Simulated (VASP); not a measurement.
Wanted: the native input for a VASP 6.6.1 run.

```
Task                   : single point
Functional             : PBE
Potentials or basis    : VASP PAW PBE potentials, release 64 (B, P)
Cutoff                 : 520 eV
k mesh                 : 10 × 10 × 10
Occupations            : gaussian, width 0.05 eV
Spin                   : no spin polarisation
Dipole correction      : no
Further INCAR settings : ALGO = Normal; EDIFF = 1e-07; NBANDS = 11
```

The structure of BP lies in POSCAR:

```
BP
1.0
    0.0000000000      2.2286688250      2.2741518622
    2.2741518622      0.0000000000      2.2741518622
    2.2741518622      2.2286688250      0.0000000000
B P
1 1
Direct
    0.0000000000      0.0000000000      0.0000000000
    0.7500000000      0.7500000000      0.7500000000
```

This cell differs from its parent crystal: strain -0.0200 x Voigt [0, 1, 0, 0, 0, 0].

The input as run:

INCAR

```
SYSTEM = BP
ALGO     = Normal         ! electronic algorithm
EDIFF    = 1E-7           ! SCF threshold, eV
ENCUT    = 520            ! plane-wave cutoff, eV
GGA      = PE             ! functional
ISIF     = 2              ! what is computed and relaxed
ISMEAR   = 0              ! smearing method
LASPH    = .True.         ! aspherical terms in the spheres
LCHARG   = .False.        ! write CHGCAR
LREAL    = .False.        ! projectors in reciprocal space
LWAVE    = .False.        ! write WAVECAR
NBANDS   = 11             ! bands
NELM     = 100            ! most SCF steps
PREC     = Accurate       ! precision mode
SIGMA    = 0.05           ! smearing width, eV
```

KPOINTS

```
k-points
0
Gamma
  10 10 10
  0 0 0
```

Potentials or basis: VASP PAW PBE potentials, release 64 (B, P).

Launch:

```console
$ cat potpaw_PBE.64/B/POTCAR potpaw_PBE.64/P/POTCAR > POTCAR
$ mpirun -np 1 vasp_std > vasp.out
```

It gave:

```json
{
 "Pressure": "3.2 GPa",
 "Band gap on the k mesh": "0.92 eV, indirect (least direct gap 3.22 eV)"
}
```

Caveat: the cell differs from its parent crystal (strain -0.0200 x Voigt [0, 1, 0, 0, 0, 0]).

Run time: 6.7 s on 1 thread of Intel(R) Xeon(R) 6975P-C (Granite Rapids), on a shared host, peak memory 0.14 GiB.
